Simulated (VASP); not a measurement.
## FeO: single point with PBEsol

The system is FeO.

```
Fe O
1.0
     1.51768    0.87623    2.51579
    -1.51768    0.87623    2.51579
     0.00000   -1.75247    2.51579
Fe O
1 1
Direct
  0.00000 0.00000 0.00000
  0.44422 0.44422 0.70100
```

This cell differs from its parent crystal: atom 2 (O) moved by (-0.450, +0.225) A along y and z.

| Quantity | Value |
| --- | --- |
| Program | VASP 6.6.1 |
| Task | single point |
| Functional | PBEsol |
| Potentials or basis | VASP PAW PBE potentials, release 64 (Fe, O) |
| Cutoff | 520 eV |
| k mesh | 18 × 18 × 18 |
| Occupations | gaussian, width 0.15 eV |
| Spin | collinear spin, ferromagnetic start |
| Starting moments | [3.79, 0.36] μB |
| Dipole correction | no |
| Further INCAR settings | ALGO = Normal; EDIFF = 1e-06; NBANDS = 18 |

```yaml
Pressure: 9.3 GPa
Largest_force: 1.505 eV/Å
Net_moment: 3.87 μB per cell
Site_moments: Fe +3.45; O +0.30 μB
Valence_electrons_inside_the_program's_atomic_spheres: Fe 7.00; O 5.01
```

Forces in eV/Å, atoms in the order of the input:
```
Fe   0.000 -1.093  1.036
O    0.000  1.093 -1.036
```

Stress tensor (GPa, compression positive):
```
19.62  0.00  0.00
 0.00 -1.71  0.00
 0.00  0.00  9.95
```

Levels at points of the mesh, in eV from the Fermi level:
Spin up:
| k point | band 7 | band 8 | band 9 | band 10 | band 11 | band 12 |
| --- | --- | --- | --- | --- | --- | --- |
| (0.00, 0.00, 0.00) | -1.66 | -1.05 | -0.86 | 0.03 | 14.52 | 16.28 |
| (0.50, 0.00, 0.00) | -2.32 | -1.52 | -0.53 | 4.96 | 7.86 | 13.34 |
| (0.00, 0.00, 0.50) | -2.08 | 0.33 | 0.48 | 4.49 | 7.47 | 12.41 |
| (0.50, 0.50, 0.00) | -2.51 | -2.18 | -1.88 | 4.37 | 9.04 | 9.93 |
| (0.50, 0.00, 0.50) | -2.55 | -2.28 | -2.13 | 4.34 | 9.37 | 9.92 |
| (0.50, 0.50, 0.50) | -2.47 | -1.39 | -0.23 | 5.00 | 7.67 | 13.64 |
Spin down:
```
           k point  band 2  band 3  band 4  band 5  band 6  band 7  band 8  band 9
(0.00, 0.00, 0.00)   -4.92   -4.85   -4.14   -0.47   -0.33    0.27    1.38    1.75
(0.50, 0.00, 0.00)   -8.04   -5.35   -4.42   -0.30    0.28    0.91    1.13    2.38
(0.00, 0.00, 0.50)   -7.87   -5.96   -5.85    0.63    0.66    0.93    3.18    3.33
(0.50, 0.50, 0.00)   -6.94   -5.54   -5.25   -0.25    0.83    0.89    0.98    1.34
(0.50, 0.00, 0.50)   -6.93   -5.34   -5.12   -0.57    0.77    0.87    0.96    1.21
(0.50, 0.50, 0.50)   -8.08   -5.50   -4.39   -0.23    0.24    0.87    1.32    2.65
```

Run time: 29 min on 1 thread of Oxide Virtual Turin-like Processor, on a shared host, peak memory 0.83 GiB.

Caveat: the cell differs from its parent crystal (atom 2 (O) moved by (-0.450, +0.225) A along y and z); the cell stands under pressure; the PAW data sets were made with another functional, which shifts forces and pressure a little; a cell with one magnetic atom can't hold antiferromagnetic order, which such compounds often take; semilocal functionals often make such compounds metallic where correlation or magnetic order opens a gap, which also shifts bond lengths.
